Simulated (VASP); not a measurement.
# Si (a cell with a defect) in VASP: notebook, part 2 of 2

VASP 6.6.1.

### 3 Single point, PBEsol

The input, INCAR:

```
  ALGO = Normal
  EDIFF = 1E-7
  ENCUT = 520
  GGA = PS
  ISIF = 2
  ISMEAR = 0
  LASPH = True
  LCHARG = False
  LREAL = Auto
  LWAVE = False
  NBANDS = 83
  NELM = 100
  PREC = Accurate
  SIGMA = 0.02
```

The input, KPOINTS:

```
Automatic mesh
0
Gamma
  2 2 2
  0.5 0.5 0.5
```

The input, POSCAR:

```
Si
1.0
   -5.4338342764      5.4338342764     -5.4338342764
    5.4338342764     -5.4338342764     -5.4338342764
   -5.4338342764     -5.4338342764      5.4338342764
Si
31
Direct
    0.4999997905      0.0000000920      0.2009979408
    0.2542655756      1.0000002252      0.4965917919
    0.9989914532      1.0000003172      0.7511136322
    0.7483611559      0.7491742098      0.2494516636
    0.7390314639      0.9999993970      1.0057383464
    0.5000002506      0.7542656422      0.4965918839
    0.2609678411      0.7609679077      0.7667062130
    0.0010084960      0.5010083785      0.2521220616
    1.0008130030      0.7516388598      1.0010908915
    0.7508260820      0.4991871047      0.5002777710
    0.5000004346      0.4989914786      0.7511137242
    0.2491741432      0.2483612733      0.2494518476
    0.2516388853      0.5008129364      0.0010908503
    0.9991869873      0.2508259234      0.5002774950
    0.7457345576      0.2457344910      0.7423265589
    0.4999993305      0.2390313973      0.0057385813
    0.7400150235      0.2400151410      0.4829551964
    0.4999998826      0.2458951510      0.7543768896
    0.2511884667      0.2486367694      0.0009340550
    0.0019220314      0.0000000920      0.4991829640
   -0.0025524334      0.2488108638      0.2497449188
    0.7458954016     -0.0000000920      0.7543769816
    0.2541050076      0.7541049821      0.5084812785
    0.2599848336      0.0000000000      0.2429403314
    0.0025520653      0.7513638238      0.7522978788
    0.7486369280      0.7511887173      0.0009339630
    0.5000001586      0.5019220059      0.4991830560
    0.4999999746      0.7599849922      0.2429401474
    0.2513638493      0.5025520399      0.7522978788
   -0.0019217553      0.4980781272     -0.0027388579
    0.7488112064      0.4974477252      0.2497452868
```

Potentials or basis: VASP PAW PBE potentials, release 64 (Si).

Launch:

```
cat potpaw_PBE.64/Si/POTCAR > POTCAR
mpirun -np 1 vasp_std > vasp.out
```

OUTCAR:

```text
EDIFF = 1E-7
   ENCUT = 520
   GGA = PS
   ISIF = 2
   ISMEAR = 0
   LASPH = True
   LREAL = Auto
   NELM = 100
   PREC = Accurate

 ion  position               nearest neighbor table
   1  0.500  0.000  0.201-  24 2.42  17 2.42  28 2.42
   2  0.254  0.000  0.497-  18 2.35  23 2.35  20 2.38  24 2.41
   3  0.999  0.000  0.751-  19 2.36  25 2.36  20 2.38  22 2.39
   4  0.748  0.749  0.249-  26 2.35  28 2.35  20 2.37  31 2.37
   5  0.739  1.000  0.006-  26 2.36  21 2.36  22 2.39
   6  0.500  0.754  0.497-  23 2.35  22 2.35  27 2.38  28 2.41
   7  0.261  0.761  0.767-  25 2.36  29 2.36  23 2.39
   8  0.001  0.501  0.252-  31 2.36  21 2.36  30 2.38  23 2.39
[... 414 lines left out ...]
  in kB      -20.1066435    -20.1066435    -20.1066435     -5.1323529      5.1323529      5.1323529
  external PRESSURE =     -20.1066435 kB  Pullay stress =       0.0000000 kB

 VOLUME and BASIS-vectors are now :
 -----------------------------------------------------------------------------
  energy-cutoff  :      520.00
  volume of cell :      641.77
      direct lattice vectors                 reciprocal lattice vectors
    -5.433834276  5.433834276 -5.433834276    -0.092016056  0.000000000 -0.092016056
     5.433834276 -5.433834276 -5.433834276     0.000000000 -0.092016056 -0.092016056
    -5.433834276 -5.433834276  5.433834276    -0.092016056 -0.092016056  0.000000000

 POSITION                                       TOTAL-FORCE (eV/Angst)
 -----------------------------------------------------------------------------------
     -3.80911      1.62473     -1.62473        -0.117834     -0.117834      0.117834
     -4.08003     -1.31676      1.31676         0.005747     -0.008308      0.008308
     -9.50978      1.34693     -1.34693         0.003002      0.008226     -0.008226
     -1.35106     -1.35990     -6.78188        -0.000586      0.010546     -0.003171
      1.38688     -1.44924     -9.41842         0.022576      0.024196     -0.024196
     -1.31676     -4.08003     -4.11707        -0.008308      0.005747      0.008308
[... 23 lines left out ...]
     -8.13587     -2.70203     -2.71091         0.000942      0.000942     -0.010328
     -2.72294      0.00879     -5.41489         0.007766      0.007368     -0.001200
 -----------------------------------------------------------------------------------
    total drift:                                0.000594     -0.002772      0.001391

  FREE ENERGIE OF THE ION-ELECTRON SYSTEM (eV)
  ---------------------------------------------------
  free  energy   TOTEN  =      -174.2052605613 eV

  energy  without entropy=     -174.1975473841  energy(sigma->0) =     -174.20140397
```

OSZICAR:

```text
N       E                     dE             d eps       ncg     rms          rms(c)
DAV:   1     0.302151794855E+03    0.30215E+03   -0.46737E+04   332   0.123E+03
DAV:   2    -0.146367322432E+03   -0.44852E+03   -0.42788E+03   402   0.177E+02
DAV:   3    -0.176825887144E+03   -0.30459E+02   -0.29887E+02   408   0.407E+01
DAV:   4    -0.177520991822E+03   -0.69510E+00   -0.69120E+00   416   0.761E+00
DAV:   5    -0.177536196897E+03   -0.15205E-01   -0.15179E-01   400   0.114E+00    0.187E+01
DAV:   6    -0.175110508857E+03    0.24257E+01   -0.19162E+00   400   0.314E+00    0.111E+01
DAV:   7    -0.174207439017E+03    0.90307E+00   -0.23180E+00   373   0.341E+00    0.132E+00
DAV:   8    -0.174202856183E+03    0.45828E-02   -0.20085E-01   376   0.121E+00    0.644E-01
DAV:   9    -0.174204535045E+03   -0.16789E-02   -0.18247E-02   386   0.348E-01    0.275E-01
DAV:  10    -0.174205007977E+03   -0.47293E-03   -0.16233E-03   384   0.105E-01    0.143E-01
DAV:  11    -0.174205247161E+03   -0.23918E-03   -0.23992E-04   365   0.460E-02    0.363E-02
DAV:  12    -0.174205257953E+03   -0.10792E-04   -0.34725E-05   392   0.163E-02    0.187E-02
DAV:  13    -0.174205260965E+03   -0.30128E-05   -0.70066E-06   378   0.701E-03    0.292E-03
DAV:  14    -0.174205260485E+03    0.48045E-06   -0.57586E-07   392   0.224E-03    0.181E-03
DAV:  15    -0.174205260561E+03   -0.76314E-07   -0.12538E-07   184   0.934E-04
   1 F= -.17420526E+03 E0= -.17420140E+03  d E =-.771318E-02
```

Run time: 6 min. Hardware: 1 thread of AMD EPYC 7R13, shared host; peak memory 0.62 GiB.

Results:

```yaml
Free_energy: -174.2053 eV
Pressure: -2.0 GPa
Largest_force: 0.204 eV/Å
Band_gap_on_the_k_mesh: zero (band 62 reaches 5.82 eV, above the bottom of band 63 at 5.63 eV)
```

Forces in eV/Å, atoms in the order of the input:
```
Si  -0.118 -0.118  0.118
Si   0.006 -0.008  0.008
Si   0.003  0.008 -0.008
Si  -0.001  0.011 -0.003
Si   0.023  0.024 -0.024
Si  -0.008  0.006  0.008
Si   0.024  0.024 -0.023
Si   0.008  0.008 -0.003
Si   0.011  0.003  0.001
Si   0.003 -0.001 -0.011
Si   0.008  0.003 -0.008
Si   0.011 -0.001 -0.003
Si   0.003  0.011  0.001
Si  -0.001  0.003 -0.011
Si  -0.008 -0.008 -0.006
Si   0.024  0.023 -0.024
Si  -0.037 -0.037 -0.007
Si   0.016  0.001 -0.016
Si   0.001  0.007 -0.008
Si   0.010  0.001 -0.001
Si   0.007  0.008 -0.001
Si   0.001  0.016 -0.016
Si   0.016  0.016 -0.001
Si   0.007 -0.037  0.037
Si   0.001  0.008 -0.007
Si   0.007  0.001 -0.008
Si   0.001  0.010 -0.001
Si  -0.037  0.007  0.037
Si   0.008  0.001 -0.007
Si   0.001  0.001 -0.010
Si   0.008  0.007 -0.001
```

Stress tensor (GPa, compression positive):
```
-2.01 -0.51  0.51
-0.51 -2.01  0.51
 0.51  0.51 -2.01
```

Caveat: the k points lie up to 0.41 Å⁻¹ apart; the PAW data sets were made with another functional, which shifts forces and pressure a little.
